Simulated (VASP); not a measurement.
Write the native input for VASP 6.6.1 that does the following.

```yaml
Task: single point
Functional: PBEsol
Potentials_or_basis: VASP PAW PBE potentials, release 64 (Al, In_d, As)
Cutoff: 520 eV
k_mesh: 1 × 1 × 1, shifted
Occupations: fermi-dirac, width 0.05 eV
Spin: no spin polarisation
Dipole_correction: no
Further_INCAR_settings: LREAL = Auto; ALGO = Normal; EDIFF = 1e-06; NBANDS = 186; ISYM = 0
```

The structure of Al7InAs8 lies in POSCAR:

```
Al7InAs8
1.0
   11.4448782043      0.0000000000      0.0000000000
    0.0000000000     11.4448782043      0.0000000000
    0.0000000000      0.0000000000     11.4448782043
Al In As
28 4 32
Direct
    0.9998650000      0.9980410000      0.9978240000
    0.9992570000      0.5017540000      0.9983390000
    0.0000790000      0.5022050000      0.5022090000
    0.4994390000      0.0004560000      0.0003000000
    0.4989770000      0.0000880000      0.4999090000
    0.4990690000      0.5001460000      0.9997250000
    0.4995780000      0.5005480000      0.5005200000
    0.2498150000      0.2492690000      0.9964240000
    0.2524820000      0.2521280000      0.5036090000
    0.2479250000      0.7496320000      0.0011030000
    0.2498450000      0.7476690000      0.4980160000
    0.7498110000      0.2498460000      0.9960810000
    0.7482920000      0.2513010000      0.5040380000
    0.7520820000      0.7495380000      0.0022340000
    0.7498300000      0.7481710000      0.4977380000
    0.2518210000      0.9961780000      0.2471180000
    0.2501150000      0.0014070000      0.7518690000
    0.2501160000      0.5036580000      0.2496550000
    0.2479120000      0.4987590000      0.7497700000
    0.7479560000      0.9957000000      0.2478470000
    0.7501950000      0.0019640000      0.7515100000
    0.7502210000      0.5041380000      0.2493010000
    0.7516660000      0.4980370000      0.7500780000
    0.0000080000      0.2526350000      0.7524450000
    0.9999040000      0.7481960000      0.2481760000
    0.9995350000      0.7484470000      0.7516890000
    0.5003030000      0.2503340000      0.7502370000
    0.5001870000      0.7499560000      0.2499320000
    0.0009340000      0.9989220000      0.5026210000
    0.0011690000      0.2525900000      0.2492000000
    0.5012380000      0.2516010000      0.2509280000
    0.5015640000      0.7516080000      0.7508500000
    0.1310630000      0.1181670000      0.1179520000
    0.1307800000      0.1335590000      0.6333880000
    0.1233980000      0.6246700000      0.1245750000
    0.1251500000      0.6263660000      0.6261230000
    0.6307530000      0.1197590000      0.1185930000
    0.6235980000      0.1246290000      0.6260450000
    0.6237250000      0.6259420000      0.1244960000
    0.6310200000      0.6184680000      0.6197540000
    0.3677010000      0.3802240000      0.1191530000
    0.3769960000      0.3765720000      0.6267620000
    0.3768420000      0.8732700000      0.1234260000
    0.3675960000      0.8801870000      0.6191560000
    0.8678500000      0.3818820000      0.1176340000
    0.8769680000      0.3744830000      0.6256800000
    0.8771220000      0.8743800000      0.1256200000
    0.8675330000      0.8675620000      0.6320150000
    0.3678310000      0.1195740000      0.3797540000
    0.3769420000      0.1251390000      0.8747520000
    0.3769370000      0.6250850000      0.3748120000
    0.3682510000      0.6198740000      0.8797080000
    0.8611720000      0.1245830000      0.3746160000
    0.8770080000      0.1258210000      0.8743040000
    0.8770420000      0.6257330000      0.3743770000
    0.8743800000      0.6250410000      0.8749560000
    0.1325860000      0.3830060000      0.3827400000
    0.1238250000      0.3758730000      0.8759100000
    0.1299080000      0.8677400000      0.3675270000
    0.1251860000      0.8741080000      0.8739510000
    0.6324930000      0.3831750000      0.3818440000
    0.6240350000      0.3756850000      0.8743770000
    0.6236840000      0.8742710000      0.3754990000
    0.6325020000      0.8818930000      0.8834000000
```

These files were run (other wordings do the same):

INCAR

```
SYSTEM = Al7InAs8
PREC = Accurate
ENCUT = 520
EDIFF = 1E-6
ISMEAR = -1
SIGMA = 0.05
LREAL = Auto
LASPH = .True.
NELM = 100
ALGO = Normal
ISIF = 2
LWAVE = .False.
LCHARG = .False.
GGA = PS
NBANDS = 186
ISYM = 0
```

KPOINTS

```
Automatic mesh
0
Gamma
  1 1 1
  0.25 0.25 0.25
```

Potentials or basis: VASP PAW PBE potentials, release 64 (Al, In_d, As).

Run with:

```console
$ cat potpaw_PBE.64/Al/POTCAR potpaw_PBE.64/In_d/POTCAR potpaw_PBE.64/As/POTCAR > POTCAR
$ mpirun -np 1 vasp_std > vasp.out
```

Results of the run:

```yaml
Pressure: 0.2 GPa
Largest_force: 0.080 eV/Å
Band_gap_on_the_k_mesh: 1.86 eV
```

Caveat: the PAW data sets were made with another functional, which shifts forces and pressure a little; spin-orbit coupling is left out, which moves the levels of the heavy elements; a shifted mesh leaves out Γ, where band edges can lie.

It took 100 min on 1 thread of AMD EPYC 7571, with other jobs on the host, peak memory 1.7 GiB.
